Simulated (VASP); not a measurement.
Set up this calculation in VASP 6.6.1, as the native input.

```yaml
Task: relaxation of cell and atoms
Functional: PBEsol
Potentials_or_basis: VASP PAW PBE potentials, release 64 (Cs_sv)
Cutoff: 500 eV
k_mesh: 4 × 4 × 4
Occupations: methfessel-paxton, width 0.05 eV
Spin: no spin polarisation
Target_pressure: 15 GPa
Dipole_correction: no
Further_INCAR_settings: ALGO = Normal; EDIFF = 1e-07; IBRION = 2; EDIFFG = -0.02; NSW = 80; ISIF = 3
```

The structure of Cs lies in POSCAR:

```
Cs
1.0
    0.0000000000      3.8200000000      3.8200000000
    3.8200000000      0.0000000000      3.8200000000
    3.8200000000      3.8200000000      0.0000000000
Cs
1
Direct
    0.0000000000      0.0000000000      0.0000000000
```

This isn't the form of Cs at room conditions, which is bcc.

One way to write it, as run:

INCAR

```
  PREC = Accurate
  ENCUT = 500
  EDIFF = 1E-7
  ISMEAR = 1
  SIGMA = 0.05
  LREAL = F
  LASPH = T
  NELM = 120
  ALGO = Normal
  ISIF = 3
  LWAVE = F
  LCHARG = F
  GGA = PS
  IBRION = 2
  NSW = 80
  EDIFFG = -0.02
  PSTRESS = 150.0
  GGA_COMPAT = F
  NELMIN = 4
```

KPOINTS

```
regular mesh
0
Gamma
  4 4 4
```

Potentials or basis: VASP PAW PBE potentials, release 64 (Cs_sv).

Run with:

```bash
$ cat potpaw_PBE.64/Cs_sv/POTCAR > POTCAR
$ mpirun -np 1 vasp_std > vasp.out
```

Results of the run:

The relaxed volume is 27.88 Å³/atom. The relaxed cell is a = 3.403 Å, b = 3.403 Å, c = 3.403 Å, α = 60.00°, β = 60.00°, γ = 60.00°. The space group after relaxing (to 0.1 Å) is Fm-3m (No. 225) and the energy change on relaxing (the run minimises the enthalpy) is +1300.0 meV/atom. The ionic steps are 11, the pressure after relaxing is 15.1 GPa and the band gap on the k mesh is zero (an odd number of electrons rules out a gap without spin polarisation).

Caveat: the cell is relaxed towards a set pressure, so the run minimises the enthalpy, not the energy; the volume moved by over 15 % at a fixed basis, so the end points are rough; the PAW data sets were made with another functional, which shifts forces and pressure a little; spin-orbit coupling is left out, which moves the levels of the heavy elements.

Wall time 65 s on 1 thread of Intel(R) Xeon(R) Platinum 8488C (Sapphire Rapids), with other jobs on the host, peak memory 0.27 GiB.
